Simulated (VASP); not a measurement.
Runs of VASP 6.6.1 on GaP. The structure is that of space group I-4m2 (No. 119), or close to it. The cells are those of the table. 

```csv
level,cell,k mesh,smearing,gap on the mesh (eV),pressure (GPa)
r2SCAN,"a = 3.786, b = 3.854 Å, angles 59.4, 61.2, 59.4°, 2 atoms",8 × 8 × 8,gaussian 0.01 eV,1.47,3.4
PBE,"a = 3.786, b = 3.854 Å, angles 59.4, 61.2, 59.4°, 2 atoms",4 × 4 × 4,gaussian 0.01 eV,1.25,6.3
PBE,"a = 3.854, b = 3.749, c = 3.749 Å, angles 61.9, 59.1, 59.1°, 2 atoms",4 × 4 × 4,gaussian 0.01 eV,1.04,(c)
PBE,"a = 3.786, b = 3.854 Å, angles 59.4, 61.2, 59.4°, 2 atoms",8 × 8 × 8,fermi-dirac 0.02 eV,1.23,5.8
r2SCAN,"a = 3.854, b = 3.749, c = 3.749 Å, angles 61.9, 59.1, 59.1°, 2 atoms",8 × 8 × 8,gaussian 0.01 eV,1.23,(a)
PBE,"a = 3.854, b = 3.749, c = 3.749 Å, angles 61.9, 59.1, 59.1°, 2 atoms",8 × 8 × 8,fermi-dirac 0.02 eV,0.99,(b)
```

Alike in all rows: task single point; potentials or basis VASP PAW PBE potentials, release 64 (Ga_d, P); no spin polarisation; cutoff (eV) 520.

Q: Estimate the missing entries.

A: (a) 5.5; (b) 7.9; (c) 8.4.

Caveats: some runs use coarse meshes; the PAW data sets were made with another functional, which shifts forces and pressure a little (some runs).

A k mesh can miss the band edges, and the runs leave out spin-orbit coupling on Ga.
